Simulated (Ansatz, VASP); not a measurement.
NaH: VASP beside Ansatz

Contents of INCAR:

```
PREC     = Accurate       # precision mode
ENCUT    = 520            # plane-wave cutoff, eV
EDIFF    = 1E-7           # SCF threshold, eV
ISMEAR   = 0              # smearing method
SIGMA    = 0.01           # smearing width, eV
LREAL    = F              # projectors in reciprocal space
LASPH    = T              # aspherical terms in the spheres
NELM     = 100            # most SCF steps
ALGO     = Normal         # electronic algorithm
ISIF     = 2              # what is computed and relaxed
LWAVE    = F              # write WAVECAR
LCHARG   = F              # write CHGCAR
NBANDS   = 11             # bands
```

The input KPOINTS:

```
Automatic mesh
0
Gamma
  8 8 8
```

Contents of POSCAR:

```
NaH
1.0
    0.0000000000      2.3455367674      2.3572644512
    2.3455367674      0.0000000000      2.3572644512
    2.3455367674      2.3455367674      0.0000000000
Na H
1 1
Direct
    0.0000000000      0.0000000000      0.0000000000
    0.5000000000      0.5000000000      0.5000000000
```

Input for Ansatz:

```yaml
crystal:
  lattice:
    - [0.0, 2.34553676738, 2.35726445121]
    - [2.34553676738, 0.0, 2.35726445121]
    - [2.34553676738, 2.34553676738, 0.0]
  atoms:
    - { symbol: Na, position: [0.0, 0.0, 0.0] }
    - { symbol: H, position: [0.5, 0.5, 0.5] }
kpoints:
  mp_grid: { grid: [8, 8, 8] }
scf:
  occupations: { method: fixed }
  convergence: { dr2_threshold: 1.0e-10 }
hamiltonian:
  xc: lda
  pseudopotentials: { kind: all_electron, lapw: { basis_error: 0.0005 } }
output:
  forces: true
  stress: true
  eigenstates:
    kpoints:
      - [0.0, 0.0, 0.0]
      - [0.0, -0.5, 0.0]
      - [-0.5, 0.0, 0.0]
      - [0.0, 0.0, -0.5]
      - [-0.5, -0.5, -0.5]
      - [-0.25, -0.5, -0.75]
      - [-0.5, -0.25, -0.75]
      - [-0.25, -0.75, -0.5]
      - [-0.5, 0.0, -0.5]
      - [0.0, -0.5, -0.5]
      - [-0.5, -0.5, 0.0]
  eigenvalues: true
```

Change from the starting cell: z stretched by +0.5 %, x and y held.

Alike in both runs: task single point; functional LDA; k mesh 8 × 8 × 8; no spin polarisation.

|  | VASP | Ansatz |
| --- | --- | --- |
| version | VASP 6.6.1 | Ansatz 0.2.0 |
| potentials or method | VASP PAW LDA potentials, release 64 (Na_pv, H), cutoff 520 eV | all-electron LAPW, scalar-relativistic |
| occupations | gaussian, width 0.01 eV | fixed |

|  | VASP | Ansatz | Ansatz less VASP |
| --- | --- | --- | --- |
| gap on the k mesh at the Fermi level (eV) | 3.53 | 3.54 | +0.003 |
| pressure (GPa) | -0.2 | -0.2 | +0.03 |
| traceless stress, the component that is largest in VASP (GPa) | -0.14 | -0.13 | +0.002 |

LDA's correlation is that of Perdew and Zunger in VASP and of Perdew and Wang (1992) in Ansatz. Ansatz ran all-electron here, and VASP with PAW potentials.
